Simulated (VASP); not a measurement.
# Cu16NO in VASP: a series of runs, part 2 of 2

VASP 6.6.1. The steps go on from the part before.

### 3 Single point, PBEsol

File INCAR:

```
  PREC = Accurate
  ENCUT = 520
  EDIFF = 1E-6
  ISMEAR = 0
  SIGMA = 0.1
  LREAL = Auto
  LASPH = True
  NELM = 80
  ALGO = Normal
  ISIF = 2
  LWAVE = False
  LCHARG = False
  GGA = PS
  NBANDS = 108
```

File KPOINTS:

```
Automatic mesh
0
Gamma
  3 3 1
```

File POSCAR:

```
Cu16NO
1.0
    5.1053110000      0.0000000000      0.0000000000
    0.0000000000      5.1053110000      0.0000000000
    0.0000000000      0.0000000000     17.4150000000
Cu N O
16 1 1
Direct
    0.2500000490      0.2500000490      0.0574217628
    0.7499999510      0.2500000490      0.0574217628
    0.2500000490      0.7499999510      0.0574217628
    0.7499999510      0.7499999510      0.0574217628
    0.0023596995     -0.0006072108      0.1550092449
    0.4976235532     -0.0006749834      0.1550207293
    0.0003451308      0.5034941064      0.1550494976
    0.4996251942      0.5035483637      0.1550579960
    0.2498061333      0.2549805487      0.2573349411
    0.7498931995      0.2543472866      0.2531414872
    0.2499375650      0.7535744639      0.2601808786
    0.7501264859      0.7580462777      0.2576322136
    0.0052257345      0.0326704877      0.3628669538
    0.4916064859      0.0292082108      0.3620972725
    0.0067749056      0.5051470909      0.3616960092
    0.4950290002      0.5024281577      0.3618470284
    0.7498642100      0.7778211749      0.3741703704
    0.7526663900      0.3482920042      0.4267679587
```

Potentials or basis: VASP PAW PBE potentials, release 64 (Cu, N, O).

Started as:

```sh
cat potpaw_PBE.64/Cu/POTCAR potpaw_PBE.64/N/POTCAR potpaw_PBE.64/O/POTCAR > POTCAR
mpirun -np 1 vasp_std > vasp.out
```

OUTCAR:

```text
PREC = Accurate
   ENCUT = 520
   EDIFF = 1E-6
   ISMEAR = 0
   LREAL = Auto
   LASPH = True
   NELM = 80
   ISIF = 2
   GGA = PS

 ion  position               nearest neighbor table
   1  0.250  0.250  0.057-   5 2.47   6 2.47   7 2.49   8 2.49   2 2.55   3 2.55   3 2.55   2 2.55

   2  0.750  0.250  0.057-   5 2.49   6 2.49   7 2.49   8 2.49   1 2.55   4 2.55   1 2.55   4 2.55

   3  0.250  0.750  0.057-   8 2.47   7 2.47   6 2.47   5 2.47   1 2.55   4 2.55   1 2.55   4 2.55

   4  0.750  0.750  0.057-   7 2.47   8 2.47   5 2.48   6 2.48   2 2.55   3 2.55   3 2.55   2 2.55

   5  0.002  0.999  0.155-   3 2.47   1 2.47   4 2.48   2 2.49  10 2.51  12 2.52   6 2.53   7 2.53
                             9 2.54  11 2.55   7 2.57   6 2.58
   6  0.498  0.999  0.155-   3 2.47   1 2.47   4 2.48   2 2.49  10 2.50  12 2.52   5 2.53   8 2.53
                             9 2.55  11 2.55   8 2.57   5 2.58
   7  0.000  0.503  0.155-   3 2.47   4 2.47  10 2.48   1 2.49   2 2.49   9 2.53   5 2.53   8 2.55
                            12 2.55   8 2.56  11 2.57   5 2.57
   8  0.500  0.504  0.155-   3 2.47   4 2.47  10 2.48   1 2.49   2 2.49   6 2.53   9 2.53   7 2.55
                            12 2.55   7 2.56  11 2.57   6 2.57
   9  0.250  0.255  0.257-  14 2.49  13 2.49   7 2.53   8 2.53  15 2.54   5 2.54  16 2.54   6 2.55
                            11 2.55  10 2.55  10 2.55  11 2.56
  10  0.750  0.254  0.253-   8 2.48   7 2.48   6 2.50   5 2.51  12 2.53   9 2.55   9 2.55  12 2.57
                            13 2.58  14 2.58  16 2.62  15 2.63
  11  0.250  0.754  0.260-  15 2.51  16 2.52   9 2.55  12 2.55  12 2.55   6 2.55   5 2.55   9 2.56
                             8 2.57   7 2.57  14 2.58  13 2.61
  12  0.750  0.758  0.258-  17 2.03   5 2.52   6 2.52  10 2.53   7 2.55  11 2.55   8 2.55  11 2.55
                            10 2.57  15 2.58  16 2.59  14 2.64  13 2.65
  13  0.005  0.033  0.363-  17 1.85  18 2.34  15 2.41  14 2.48   9 2.49  10 2.58  11 2.61  14 2.62
                            12 2.65  15 2.69
  14  0.492  0.029  0.362-  17 1.85  16 2.42  13 2.48   9 2.49  11 2.58  10 2.58  13 2.62  12 2.64
                            16 2.69
  15  0.007  0.505  0.362-  18 1.90  17 1.92  13 2.41  16 2.49  11 2.51   9 2.54  12 2.58  16 2.61
                            10 2.63  13 2.69
  16  0.495  0.502  0.362-  18 1.90  17 1.93  14 2.42  15 2.49  11 2.52   9 2.54  12 2.59  15 2.61
                            10 2.62  14 2.69
  17  0.750  0.778  0.374-  14 1.85  13 1.85  15 1.92  16 1.93  12 2.03
  18  0.753  0.348  0.427-  15 1.90  16 1.90  13 2.34

  LATTYP: Found a simple tetragonal cell.
 ALAT       =     5.1053110000
 C/A-ratio  =     3.4111536006

  Lattice vectors:

 A1 = (   5.1053110000,   0.0000000000,   0.0000000000)
 A2 = (   0.0000000000,   5.1053110000,   0.0000000000)
 A3 = (   0.0000000000,   0.0000000000,  17.4150000000)

Analysis of symmetry for initial positions (statically):
=====================================================================
 Subroutine PRICEL returns:
 Original cell was already a primitive cell.

 Routine SETGRP: Setting up the symmetry group for a
 simple tetragonal supercell.

 Subroutine GETGRP returns: Found  1 space group operations
 (whereof  1 operations were pure point group operations)
 out of a pool of 16 trial point group operations.

The static configuration has the point symmetry C_1 .

Analysis of symmetry for dynamics (positions and initial velocities):
=====================================================================
 Subroutine PRICEL returns:
 Original cell was already a primitive cell.

 Routine SETGRP: Setting up the symmetry group for a
 simple tetragonal supercell.

 Subroutine GETGRP returns: Found  1 space group operations
[... 101 lines left out ...]
   dimension x,y,z NGXF=    80 NGYF=   80 NGZF=  280
   ions per type =              16   1   1
   NGX,Y,Z   is equivalent  to a cutoff of  13.03, 13.03, 13.36 a.u.
   NGXF,Y,Z  is equivalent  to a cutoff of  26.05, 26.05, 26.73 a.u.
 SYSTEM =  unknown system
   PREC   = accura    normal or accurate (medium, high low for compatibility)
   ISTART =      0    job   : 0-new  1-cont  2-samecut
   ICHARG =      2    charge: 1-file 2-atom 10-const
   ISPIN  =      1    spin polarized calculation?
   LNONCOLLINEAR =      F non collinear calculations
   LSORBIT =      F    spin-orbit coupling
   LASPH  =      T    aspherical Exc in radial PAW
   ENCUT  =  520.0 eV  38.22 Ry    6.18 a.u.   9.49  9.49 32.38*2*pi/ulx,y,z
   NELM   =     80;   NELMIN=  2; NELMDL= -5     # of ELM steps
   EDIFF  = 0.1E-05   stopping-criterion for ELM
   LREAL  =      T    real-space projection
   EDIFFG = 0.1E-04   stopping-criterion for IOM
   NSW    =      0    number of steps for IOM
   IBRION =     -1    ionic relax: 0-MD 1-quasi-New 2-CG
   NFREE  =      0    steps in history (QN), initial steepest desc. (CG)
   ISIF   =      2    stress and relaxation
   ISYM   =      2    0-nonsym 1-usesym 2-fastsym
   POTIM  = 0.5000    time-step for ionic-motion
   TEBEG  =    0.0;   TEEND  =   0.0 temperature during run
   PSTRESS=    0.0 pullay stress
   NELECT =     187.0000    total number of electrons
   NUPDOWN=      -1.0000    fix difference up-down
   EMIN   =  10.00;   EMAX   =-10.00  energy-range for DOS
   EFERMI =   0.00;   METHOD = LEGACY
   ISMEAR =     0;   SIGMA  =   0.10  broadening in eV -4-tet -1-fermi 0-gaus
   EFERMI_NEDOS =   21; number of points for ismear=-14 and -15
   IALGO  =     38    algorithm
   IMIX   =      4    mixing-type and parameters
     AMIX     =   0.40;   BMIX     =  1.00
     AMIX_MAG =   1.60;   BMIX_MAG =  1.00
  volume/ion in A,a.u.               =      25.22       170.17
  Fermi-wavevector in a.u.,A,eV,Ry     =   1.218146  2.301962 20.189414  1.483880
  Thomas-Fermi vector in A             =   2.353443
   LORBIT       =      0    0 simple, 1 ext, 2 COOP (PROOUT), +10 PAW based schemes
   GGA     = PS    functional components
   LHFCALC =     F    Hartree Fock is set to
   AEXX    =    0.0000 exact exchange contribution
   IVDW    =     0    specifies the selected vdW correction
   LEPSILON=     F    determine dielectric tensor
   LRPA    =     F    only Hartree local field effects (RPA)
 non-spin polarized calculation
 Gauss-broadening in eV      SIGMA  =   0.10
  energy-cutoff  :      520.00
  volume of cell :      453.91
 maximum number of plane-waves:     12269
 NGX is ok and might be reduce to    40
   NGX = 19   NGY = 19   NGZ = 65

 number of electron     186.9999958 magnetization

 Free energy of the ion-electron system (eV)
  ---------------------------------------------------
  ext. energy  EPLUGINS =         0.00000000
  ---------------------------------------------------
  free energy    TOTEN  =       -76.88241666 eV

  energy without entropy =      -76.83894725  energy(sigma->0) =      -76.86068196

 E-fermi :   0.2954     XC(G=0):  -6.5974

 val. band max:        0.2637289933   @ k =   0.0000   0.0000   0.0000
 cond. band min:       0.2960583540   @ k =   0.0000   0.3333   0.0000
 fundamental gap:      0.0323293608
 Fermi energy:         0.2953864471

 k-point     1 :       0.0000    0.0000    0.0000
  band No.  band energies     occupation
      1     -17.3528      2.00000
      2     -14.8847      2.00000
      3      -8.4768      2.00000
      4      -6.6062      2.00000
      5      -6.4844      2.00000
      6      -6.1636      2.00000
[... 529 lines left out ...]
    104       4.9323      0.00000
    105       5.0648      0.00000
 [bands above 105 left out]

------------------------ aborting loop because EDIFF is reached ----------------------------------------

  FORCE on cell =-STRESS in cart. coord.  units (eV):
  Direction    XX          YY          ZZ          XY          YZ          ZX
  --------------------------------------------------------------------------------------
  -------------------------------------------------------------------------------------
  Total       -5.7139319     -3.4887805     -0.5784680      0.0529731     -2.9927189      0.0354087
  in kB      -20.1686932    -12.3144874     -2.0418417      0.1869814    -10.5635191      0.1249836
  external PRESSURE =     -11.5083408 kB  Pullay stress =       0.0000000 kB

 VOLUME and BASIS-vectors are now :
 -----------------------------------------------------------------------------
  energy-cutoff  :      520.00
  volume of cell :      453.91
      direct lattice vectors                 reciprocal lattice vectors
     5.105311000  0.000000000  0.000000000     0.195874453  0.000000000  0.000000000
     0.000000000  5.105311000  0.000000000     0.000000000  0.195874453  0.000000000
     0.000000000  0.000000000 17.415000000     0.000000000  0.000000000  0.057421763

 POSITION                                       TOTAL-FORCE (eV/Angst)
 -----------------------------------------------------------------------------------
      1.27633      1.27633      1.00000        -0.000131      0.031376      0.005831
      3.82898      1.27633      1.00000         0.000323      0.005055      0.021968
      1.27633      3.82898      1.00000        -0.001230      0.008900     -0.101660
      3.82898      3.82898      1.00000         0.000894      0.031970     -0.054050
      0.01205      5.10221      2.69949        -0.003210      0.011705      0.016336
      2.54052      5.10186      2.69969         0.002823      0.012214      0.016586
[... 10 lines left out ...]
      3.82829      3.97102      6.51618        -0.002161      0.133983     -0.521504
      3.84260      1.77814      7.43216         0.014613     -1.549746     -0.322696
 -----------------------------------------------------------------------------------
    total drift:                               -0.001811      0.010735     -0.004126

  FREE ENERGIE OF THE ION-ELECTRON SYSTEM (eV)
  ---------------------------------------------------
  free  energy   TOTEN  =       -76.8824166635 eV

  energy  without entropy=      -76.8389472524  energy(sigma->0) =      -76.86068196
```

It took 12 min on 1 thread of Intel Xeon 6975P-C (Granite Rapids), shared host; peak memory 0.58 GiB.

Results:

- Free energy: -76.8824 eV
- Largest force: 1.583 eV/Å
- Band gap on the k mesh: zero (an odd number of electrons rules out a gap without spin polarisation)

Forces in eV/Å, atoms in the order of the input:
```
Cu   0.000  0.031  0.006
Cu   0.000  0.005  0.022
Cu  -0.001  0.009 -0.102
Cu   0.001  0.032 -0.054
Cu  -0.003  0.012  0.016
Cu   0.003  0.012  0.017
Cu   0.004  0.031  0.024
Cu  -0.005  0.031  0.024
Cu  -0.004  0.078  0.027
Cu  -0.001  0.072  0.012
Cu  -0.001  0.079  0.103
Cu   0.001  0.070  0.018
Cu   0.002  0.304  0.210
Cu  -0.019  0.287  0.194
Cu   0.019  0.189  0.164
Cu  -0.008  0.174  0.164
N   -0.002  0.134 -0.522
O    0.015 -1.550 -0.323
```

Levels at points of the mesh, in eV from the Fermi level:
| k point | band 92 | band 93 | band 94 | band 95 | band 96 | band 97 |
| --- | --- | --- | --- | --- | --- | --- |
| (0.00, 0.00, 0.00) | -0.31 | -0.28 | -0.06 | -0.05 | -0.03 | 0.55 |

Caveat: the k points lie up to 0.41 Å⁻¹ apart, too coarse for converged energies and pressures of a metal; the PAW data sets were made with another functional, which shifts forces and pressure a little; an odd number of electrons without spin polarisation forces a metal; a magnetic or distorted state may lie lower.
